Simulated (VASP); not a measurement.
Runs of VASP 6.6.1 on MgO (zincblende type). The structure is that of space group F-43m (No. 216), or close to it. The cells are those of the table. 

| task | level | cell | cutoff (eV) | smearing | gap on the mesh (eV) | pressure (GPa) |
| --- | --- | --- | --- | --- | --- | --- |
| single point | PBEsol | a = 2.788 Å, angles 60.0°, 2 atoms | 520 | fermi-dirac 0.05 eV | 6.57 | 136.1 |
| single point | PBEsol | a = 2.650 Å, angles 60.0°, 2 atoms | 520 | fermi-dirac 0.05 eV | 7.25 | 249.7 |
| single point | PBEsol | a = 3.235 Å, angles 60.0°, 2 atoms | 520 | fermi-dirac 0.05 eV | (b) | (c) |
| relaxation of cell and atoms | PBEsol | relaxed from a = 3.177 Å, angles 60.0°, 2 atoms | 600 | fermi-dirac 0.05 eV | 3.51 | 0.0 |
| single point | PBEsol | a = 3.169 Å, angles 60.0°, 2 atoms | 520 | fermi-dirac 0.05 eV | 3.84 | (a) |
| single point | PBEsol+D4 | a = 3.169 Å, angles 60.0°, 2 atoms | 520 | tetrahedron | 3.84 | 6.9 |

Alike in all rows: potentials or basis VASP PAW PBE potentials, release 64 (Mg, O); no spin polarisation; k mesh 16 × 16 × 16.

Question: Fill in the values left out.

Answer: (a) 8.3; (b) 3.49; (c) -0.2.

Caveats: the PAW data sets were made with another functional, which shifts forces and pressure a little; the cell stands under pressure (at least some runs).

A k mesh can miss the band edges.
